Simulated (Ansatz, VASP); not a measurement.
Given: the input of a run of VASP 6.6.1 on Pb.

File INCAR:

```
SYSTEM = Pb
PREC = Accurate ; ENCUT = 600
EDIFF = 1E-7 ; ISMEAR = -1
SIGMA = 0.05 ; LREAL = .FALSE.
LASPH = .TRUE. ; NELM = 60
ALGO = Normal ; ISIF = 3
LWAVE = .FALSE. ; LCHARG = .FALSE.
GGA = RE ; IVDW = 13
IBRION = 2 ; NSW = 60
EDIFFG = -0.01
```

File KPOINTS:

```
regular mesh
0
G
  9 9 9
  0 0 0
```

Contents of POSCAR:

```
Pb
1.0
    0.0000000000      2.4750200000      2.4750200000
    2.4750200000      0.0000000000      2.4750200000
    2.4750200000      2.4750200000      0.0000000000
Pb
1
Direct
    0.0000000000      0.0000000000      0.0000000000
```

Potentials or basis: VASP PAW PBE potentials, release 64 (Pb_d).

Launch:

```console
$ cat potpaw_PBE.64/Pb_d/POTCAR > POTCAR
$ mpirun -np 1 vasp_std > vasp.out
```

**Question.** Set up the same calculation for Ansatz 0.2.0. Potentials there: Ansatz PAW.

**Answer.** As run (the cutoff follows the program's own potentials):

input.yaml

```yaml
crystal:
  lattice:
    - [0.0, 2.47502, 2.47502]
    - [2.47502, 0.0, 2.47502]
    - [2.47502, 2.47502, 0.0]
  atoms:
    - { symbol: Pb, position: [0.0, 0.0, 0.0] }
hamiltonian:
  xc: revpbe
  pseudopotentials: { kind: paw }
  dispersion: d4
kpoints:
  mp_grid: { grid: [9, 9, 9] }
scf:
  occupations: { method: fermi_dirac, width: 0.05 }
output:
  forces: true
  stress: true
relax:
  f_tol: 0.01
  max_steps: 40
  cell: { stress_tol: 0.05 }
```

Potentials or basis: Ansatz PAW.

Run with:

```bash
$ ansatz run input.yaml --threads 2 --pin off --max-ram 5632MiB --backend cpu --events-out ev --progress --plain --runs-dir out
```

Both were run:

|  | VASP | Ansatz | Ansatz less VASP |
| --- | --- | --- | --- |
| relaxed volume (Å³/atom) | 30.53 | 30.55 | +0.019 |
| relaxed cell length with the largest relative difference (Å) | 3.508 | 3.509 | +0.0007 |

VASP's potentials were made for PBE, not for revPBE.

Neither program's run includes spin-orbit coupling. Noted on Ansatz's run: the plane-wave basis is chosen anew once the cell has moved, so the energies of steps on either side of that aren't comparable.
